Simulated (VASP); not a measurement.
**Sb: single point with PBE**

The system is Sb, a slab with vacuum.

```
Sb
1.0
     5.12942    0.00000    0.00000
     0.00000    4.11287    0.00000
     0.00000    0.00000   29.02170
Sb
4
Cartesian
  0.2895 0.0000 10.8902
  2.2752 2.0564 10.8902
  2.8542 2.0564 8.1098
  4.8399 0.0000 8.1098
```

This cell differs from its parent crystal: uniaxial y strain -3.0%.

```json
{
  "Program": "VASP 6.6.1",
  "Task": "single point",
  "Functional": "PBE",
  "Potentials or basis": "VASP PAW PBE potentials, release 64 (Sb)",
  "Cutoff": "520 eV",
  "k mesh": "6 × 6 × 1",
  "Occupations": "fermi-dirac, width 0.02 eV",
  "Spin": "no spin polarisation",
  "Dipole correction": "yes",
  "Further INCAR settings": "ALGO = Normal; EDIFF = 1e-06; NBANDS = 18"
}
```

```json
{"Largest force": "0.329 eV/Å", "Band gap on the k mesh": "0.41 eV, indirect (least direct gap 0.55 eV)"}
```

Forces in eV/Å, atoms in the order of the input:
```
Sb  -0.251  0.000  0.214
Sb   0.251  0.000  0.214
Sb  -0.251  0.000 -0.214
Sb   0.251  0.000 -0.214
```

Levels at points of the mesh, in eV from the valence-band top:
```csv
k point,band 8,band 9,band 10,band 11,band 12,band 13
"(0.00, 0.00, 0.00)",-1.79,-0.94,-0.14,0.41,2.01,2.48
"(0.50, 0.00, 0.00)",-1.29,-0.41,-0.41,1.36,1.36,2.21
"(0.00, 0.50, 0.00)",-1.92,-1.65,-1.65,0.81,0.81,1.09
"(0.50, 0.50, 0.00)",-3.45,-1.49,-1.49,2.18,2.18,3.93
```

Run time: 120 s on 1 thread of Intel(R) Xeon(R) 6975P-C (Granite Rapids) (shared host), peak memory 0.62 GiB.

Caveat: the cell differs from its parent crystal (uniaxial y strain -3.0%); spin-orbit coupling is left out, which moves the levels of the heavy elements.
